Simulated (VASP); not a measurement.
# CdS in VASP: notebook, part 2 of 3

VASP 6.6.1. Earlier steps stand in the parts before.

## 3. Electric field gradients, PBE

INCAR

```
ALGO = Normal ; EDIFF = 1E-8
ENCUT = 520 ; GGA = PE
ISIF = 2 ; ISMEAR = -1
LASPH = T ; LCHARG = F
LEFG = T ; LREAL = F
LWAVE = F ; NBANDS = 16
NELM = 60 ; PREC = Accurate
SIGMA = 0.01
```

KPOINTS

```
k-points
0
Gamma
  6 6 6
```

POSCAR

```
CdS
1.0
    0.0000000000      2.9100000000      2.9100000000
    2.9100000000      0.0000000000      2.9100000000
    2.9100000000      2.9100000000      0.0000000000
Cd S
1 1
Direct
    0.0000000000      0.0000000000      0.0000000000
    0.7500000000      0.7500000000      0.7500000000
```

Potentials or basis: VASP PAW PBE potentials, release 64 (Cd, S).

Launch:

```
cat potpaw_PBE.64/Cd/POTCAR potpaw_PBE.64/S/POTCAR > POTCAR
mpirun -np 1 vasp_std > vasp.out
```

OUTCAR:

```text
EDIFF = 1E-8
   ENCUT = 520
   GGA = PE
   ISIF = 2
   ISMEAR = -1
   LASPH = T
   LREAL = F
   NELM = 60
   PREC = Accurate

 ion  position               nearest neighbor table
   1  0.000  0.000  0.000-   2 2.52   2 2.52   2 2.52   2 2.52
   2  0.750  0.750  0.750-   1 2.52   1 2.52   1 2.52   1 2.52

  LATTYP: Found a face centered cubic cell.
 ALAT       =     5.8200000000

  Lattice vectors:

 A1 = (   0.0000000000,   2.9100000000,   2.9100000000)
 A2 = (   2.9100000000,   0.0000000000,   2.9100000000)
 A3 = (   2.9100000000,   2.9100000000,   0.0000000000)

Analysis of symmetry for initial positions (statically):
=====================================================================
 Subroutine PRICEL returns:
 Original cell was already a primitive cell.

 Routine SETGRP: Setting up the symmetry group for a
 face centered cubic supercell.

 Subroutine GETGRP returns: Found 24 space group operations
 (whereof 24 operations were pure point group operations)
 out of a pool of 48 trial point group operations.

The static configuration has the point symmetry T_d .

Analysis of symmetry for dynamics (positions and initial velocities):
=====================================================================
 Subroutine PRICEL returns:
 Original cell was already a primitive cell.

 Routine SETGRP: Setting up the symmetry group for a
 face centered cubic supercell.

 Subroutine GETGRP returns: Found 24 space group operations
 (whereof 24 operations were pure point group operations)
 out of a pool of 48 trial point group operations.

The dynamic configuration has the point symmetry T_d .

 Subroutine INISYM returns: Found 24 space group operations
 (whereof 24 operations are pure point group operations),
 and found     1 'primitive' translations

----------------------------------------------------------------------------------------

                                     Primitive cell

  volume of cell :      49.2843

  direct lattice vectors                    reciprocal lattice vectors
     0.000000000  2.910000000  2.910000000    -0.171821306  0.171821306  0.171821306
     2.910000000  0.000000000  2.910000000     0.171821306 -0.171821306  0.171821306
     2.910000000  2.910000000  0.000000000     0.171821306  0.171821306 -0.171821306

  length of vectors
     4.115361467  4.115361467  4.115361467     0.297603232  0.297603232  0.297603232

  position of ions in fractional coordinates (direct lattice)
     0.000000000  0.000000000  0.000000000
     0.750000000  0.750000000  0.750000000

  ion indices of the primitive-cell ions
   primitive index   ion index
                 1           1
                 2           2

----------------------------------------------------------------------------------------
[... 64 lines left out ...]
   NSW    =      0    number of steps for IOM
   IBRION =     -1    ionic relax: 0-MD 1-quasi-New 2-CG
   NFREE  =      0    steps in history (QN), initial steepest desc. (CG)
   ISIF   =      2    stress and relaxation
   ISYM   =      2    0-nonsym 1-usesym 2-fastsym
   POTIM  = 0.5000    time-step for ionic-motion
   TEBEG  =    0.0;   TEEND  =   0.0 temperature during run
   PSTRESS=    0.0 pullay stress
   NELECT =      18.0000    total number of electrons
   NUPDOWN=      -1.0000    fix difference up-down
   EMIN   =  10.00;   EMAX   =-10.00  energy-range for DOS
   EFERMI =   0.00;   METHOD = LEGACY
   ISMEAR =    -1;   SIGMA  =   0.01  broadening in eV -4-tet -1-fermi 0-gaus
   EFERMI_NEDOS =   21; number of points for ismear=-14 and -15
   IALGO  =     38    algorithm
   IMIX   =      4    mixing-type and parameters
     AMIX     =   0.40;   BMIX     =  1.00
     AMIX_MAG =   1.60;   BMIX_MAG =  1.00
  volume/ion in A,a.u.               =      24.64       166.29
  Fermi-wavevector in a.u.,A,eV,Ry     =   1.170207  2.211371 18.631605  1.369384
  Thomas-Fermi vector in A             =   2.306669
   LORBIT       =      0    0 simple, 1 ext, 2 COOP (PROOUT), +10 PAW based schemes
   GGA     = PE    functional components
   LHFCALC =     F    Hartree Fock is set to
   AEXX    =    0.0000 exact exchange contribution
   IVDW    =     0    specifies the selected vdW correction
   LEPSILON=     F    determine dielectric tensor
   LRPA    =     F    only Hartree local field effects (RPA)
 non-spin polarized calculation
  energy-cutoff  :      520.00
  volume of cell :       49.28
 maximum number of plane-waves:      1363
 NGX is ok and might be reduce to    32
   NGX = 15   NGY = 15   NGZ = 15

 number of electron      18.0000003 magnetization

 Free energy of the ion-electron system (eV)
  ---------------------------------------------------
  ext. energy  EPLUGINS =         0.00000000
  ---------------------------------------------------
  free energy    TOTEN  =        -6.11190489 eV

  energy without entropy =       -6.11190489  energy(sigma->0) =       -6.11190489

 E-fermi :   1.5989     XC(G=0):  -9.1802

 val. band max:        1.3743331190   @ k =   0.0000   0.0000   0.0000
 cond. band min:       2.5377523718   @ k =   0.0000   0.0000   0.0000
 fundamental gap:      1.1634192528
 Fermi energy:         1.5988702760

 k-point     1 :       0.0000    0.0000    0.0000
  band No.  band energies     occupation
      1     -11.0367      2.00000
      2      -6.3805      2.00000
      3      -6.3805      2.00000
      4      -6.3805      2.00000
      5      -5.8915      2.00000
      6      -5.8915      2.00000
[... 281 lines left out ...]
      3      -6.1022      2.00000
      4      -5.9711      2.00000
      5      -5.8487      2.00000
      6      -5.2945      2.00000
[... 8 lines left out ...]
     15      14.5967      0.00000
     16      14.7186      0.00000

------------------------ aborting loop because EDIFF is reached ----------------------------------------

  FORCE on cell =-STRESS in cart. coord.  units (eV):
  Direction    XX          YY          ZZ          XY          YZ          ZX
  --------------------------------------------------------------------------------------
  -------------------------------------------------------------------------------------
  Total        1.1319979      1.1319979      1.1319979     -0.0000000      0.0000000      0.0000000
  in kB       36.7999512     36.7999512     36.7999512     -0.0000000      0.0000000      0.0000000
  external PRESSURE =      36.7999512 kB  Pullay stress =       0.0000000 kB

 VOLUME and BASIS-vectors are now :
 -----------------------------------------------------------------------------
  energy-cutoff  :      520.00
  volume of cell :       49.28
      direct lattice vectors                 reciprocal lattice vectors
     0.000000000  2.910000000  2.910000000    -0.171821306  0.171821306  0.171821306
     2.910000000  0.000000000  2.910000000     0.171821306 -0.171821306  0.171821306
     2.910000000  2.910000000  0.000000000     0.171821306  0.171821306 -0.171821306

 POSITION                                       TOTAL-FORCE (eV/Angst)
 -----------------------------------------------------------------------------------
      0.00000      0.00000      0.00000         0.000000     -0.000000      0.000000
      4.36500      4.36500      4.36500        -0.000000      0.000000     -0.000000
 -----------------------------------------------------------------------------------
    total drift:                                0.000000      0.000000      0.000000

  FREE ENERGIE OF THE ION-ELECTRON SYSTEM (eV)
  ---------------------------------------------------
  free  energy   TOTEN  =        -6.1119048949 eV

  energy  without entropy=       -6.1119048949  energy(sigma->0) =       -6.11190489

 Electric field gradients (V/A^2)
---------------------------------------------------------------------
 ion       V_xx      V_yy      V_zz      V_xy      V_xz      V_yz
---------------------------------------------------------------------
   1      -0.000    -0.000     0.000     0.002     0.002     0.002
   2       0.000     0.000     0.000    -0.000    -0.000    -0.000
---------------------------------------------------------------------

 Electric field gradients after diagonalization (V/A^2)
 (convention: |V_zz| > |V_xx| > |V_yy|)
----------------------------------------------------------------------
 ion       V_xx      V_yy      V_zz     asymmetry (V_yy - V_xx)/ V_zz
----------------------------------------------------------------------
   1      -0.002    -0.002     0.004       0.000
   2       0.000     0.000    -0.000       0.000
----------------------------------------------------------------------

           NMR quadrupolar parameters

 Cq : quadrupolar parameter    Cq=e*Q*V_zz/h
 eta: asymmetry parameters     (V_yy - V_xx)/ V_zz
 Q  : nuclear electric quadrupole moment in mb (millibarn)
----------------------------------------------------------------------
 ion       Cq(MHz)       eta       Q (mb)
----------------------------------------------------------------------
   1       0.000       0.000       1.000
   2      -0.000       0.000       1.000
----------------------------------------------------------------------
```

stdout:

```text
POSCAR found type information on POSCAR CdS
 POSCAR found :  2 types and       2 ions
 scaLAPACK will be used
 LDA part: xc-table for (Slater+PW92), standard interpolation
 POSCAR, INCAR and KPOINTS ok, starting setup
 FFT: planning ... GRIDC
 FFT: planning ... GRID_SOFT
 FFT: planning ... GRID
 WAVECAR not read
 entering main loop
ion   1

ion   2
```

It took 10 s on 1 thread of AMD EPYC 9R14 (Zen 4), shared host; peak memory 0.15 GiB.

Results:

* Free energy: -6.1119 eV
* Pressure: 3.7 GPa
* Band gap on the k mesh: 1.16 eV, direct

Levels at points of the mesh, in eV from the valence-band top:
```csv
k point,band 6,band 7,band 8,band 9,band 10,band 11,band 12,band 13
"(0.00, 0.00, 0.00)",-7.27,0.00,0.00,0.00,1.16,6.54,6.54,6.54
"(0.50, 0.00, 0.00)",-6.88,-4.45,-0.76,-0.76,3.03,7.01,7.01,7.50
"(0.50, 0.50, 0.00)",-6.81,-3.98,-1.90,-1.90,3.54,4.36,9.26,10.82
```

Caveat: without QUAD_EFG the Cq values of the log hold for a quadrupole moment of 1 mb, not for the nuclei.

## 4. Electric field gradients, PBE

INCAR

```
  ALGO = Normal
  EDIFF = 1E-8
  ENCUT = 520
  GGA = PE
  ISIF = 2
  ISMEAR = -1
  LASPH = T
  LCHARG = F
  LEFG = T
  LREAL = F
  LWAVE = F
  NBANDS = 16
  NELM = 60
  PREC = Accurate
  SIGMA = 0.01
```

KPOINTS

```
k-points
0
Gamma
  11 11 11
```

POSCAR is that of step 3.

Potentials or basis: VASP PAW PBE potentials, release 64 (Cd, S).

Launch:

```
cat potpaw_PBE.64/Cd/POTCAR potpaw_PBE.64/S/POTCAR > POTCAR
mpirun -np 1 vasp_std > vasp.out
```

OUTCAR:

```text
EDIFF = 1E-8
   ENCUT = 520
   GGA = PE
   ISIF = 2
   ISMEAR = -1
   LASPH = T
   LREAL = F
   NELM = 60
   PREC = Accurate

 ion  position               nearest neighbor table
   1  0.000  0.000  0.000-   2 2.52   2 2.52   2 2.52   2 2.52
   2  0.750  0.750  0.750-   1 2.52   1 2.52   1 2.52   1 2.52

  LATTYP: Found a face centered cubic cell.
 ALAT       =     5.8200000000

  Lattice vectors:

 A1 = (   0.0000000000,   2.9100000000,   2.9100000000)
 A2 = (   2.9100000000,   0.0000000000,   2.9100000000)
 A3 = (   2.9100000000,   2.9100000000,   0.0000000000)

[... 666 lines left out ...]
  free  energy   TOTEN  =        -6.1144122118 eV

  energy  without entropy=       -6.1144122118  energy(sigma->0) =       -6.11441221

 Electric field gradients (V/A^2)
---------------------------------------------------------------------
 ion       V_xx      V_yy      V_zz      V_xy      V_xz      V_yz
---------------------------------------------------------------------
   1      -0.000     0.000     0.000     0.002     0.002     0.002
   2       0.000     0.000    -0.000    -0.000    -0.000    -0.000
---------------------------------------------------------------------

 Electric field gradients after diagonalization (V/A^2)
 (convention: |V_zz| > |V_xx| > |V_yy|)
----------------------------------------------------------------------
 ion       V_xx      V_yy      V_zz     asymmetry (V_yy - V_xx)/ V_zz
----------------------------------------------------------------------
   1      -0.002    -0.002     0.004       0.000
   2       0.000     0.000    -0.000       0.000
----------------------------------------------------------------------

           NMR quadrupolar parameters

 Cq : quadrupolar parameter    Cq=e*Q*V_zz/h
 eta: asymmetry parameters     (V_yy - V_xx)/ V_zz
 Q  : nuclear electric quadrupole moment in mb (millibarn)
----------------------------------------------------------------------
 ion       Cq(MHz)       eta       Q (mb)
----------------------------------------------------------------------
   1       0.000       0.000       1.000
   2      -0.000       0.000       1.000
----------------------------------------------------------------------
```

OSZICAR:

```text
N       E                     dE             d eps       ncg     rms          rms(c)
DAV:   1     0.108205402284E+03    0.10821E+03   -0.90464E+03  1848   0.103E+03
DAV:   2    -0.252093471618E+01   -0.11073E+03   -0.10420E+03  2184   0.254E+02
DAV:   3    -0.663210651592E+01   -0.41112E+01   -0.41051E+01  2240   0.510E+01
DAV:   4    -0.665718251514E+01   -0.25076E-01   -0.25075E-01  2272   0.388E+00
DAV:   5    -0.665752097861E+01   -0.33846E-03   -0.33846E-03  2216   0.426E-01    0.824E+00
DAV:   6    -0.613360533529E+01    0.52392E+00   -0.83040E-01  2744   0.116E+01    0.659E+00
DAV:   7    -0.611399696386E+01    0.19608E-01   -0.20023E-01  2304   0.307E+00    0.319E+00
DAV:   8    -0.611430350096E+01   -0.30654E-03   -0.18470E-02  2176   0.173E+00    0.315E-01
DAV:   9    -0.611422096000E+01    0.82541E-04   -0.21302E-03  2112   0.692E-01    0.579E-02
DAV:  10    -0.611433811765E+01   -0.11716E-03   -0.24284E-04  2328   0.162E-01    0.652E-02
DAV:  11    -0.611441899747E+01   -0.80880E-04   -0.12693E-04  2168   0.910E-02    0.213E-02
DAV:  12    -0.611441129220E+01    0.77053E-05   -0.25514E-05  2392   0.666E-02    0.102E-02
DAV:  13    -0.611441259253E+01   -0.13003E-05   -0.45073E-06  2120   0.129E-02    0.133E-02
DAV:  14    -0.611441225569E+01    0.33684E-06   -0.39035E-07  2336   0.355E-03    0.509E-03
DAV:  15    -0.611441224522E+01    0.10461E-07   -0.29189E-08  2216   0.110E-03    0.187E-03
DAV:  16    -0.611441221325E+01    0.31978E-07   -0.97199E-09  1848   0.627E-04    0.212E-04
DAV:  17    -0.611441221177E+01    0.14761E-08   -0.16127E-09  1080   0.315E-04
   1 F= -.61144122E+01 E0= -.61144122E+01  d E =-.167972E-14
```

stdout:

```text
POSCAR found type information on POSCAR CdS
 POSCAR found :  2 types and       2 ions
 scaLAPACK will be used
 LDA part: xc-table for (Slater+PW92), standard interpolation
 POSCAR, INCAR and KPOINTS ok, starting setup
 FFT: planning ... GRIDC
 FFT: planning ... GRID_SOFT
 FFT: planning ... GRID
 WAVECAR not read
 entering main loop
ion   1

ion   2
```

Run time: 29 s. Hardware: 1 thread of AMD EPYC 9R14 (Zen 4), shared host; peak memory 0.17 GiB.

Results:

| Property | Result |
| --- | --- |
| Free energy | -6.1144 eV |
| Pressure | 3.7 GPa |
| Band gap on the k mesh | 1.16 eV, direct |

Levels at points of the mesh, in eV from the valence-band top:
```
           k point  band 6  band 7  band 8  band 9  band 10  band 11  band 12  band 13
(0.00, 0.00, 0.00)   -7.26    0.00    0.00    0.00     1.16     6.55     6.55     6.55
```

Caveat: without QUAD_EFG the Cq values of the log hold for a quadrupole moment of 1 mb, not for the nuclei.

(Part 2 of 3 ends here.)
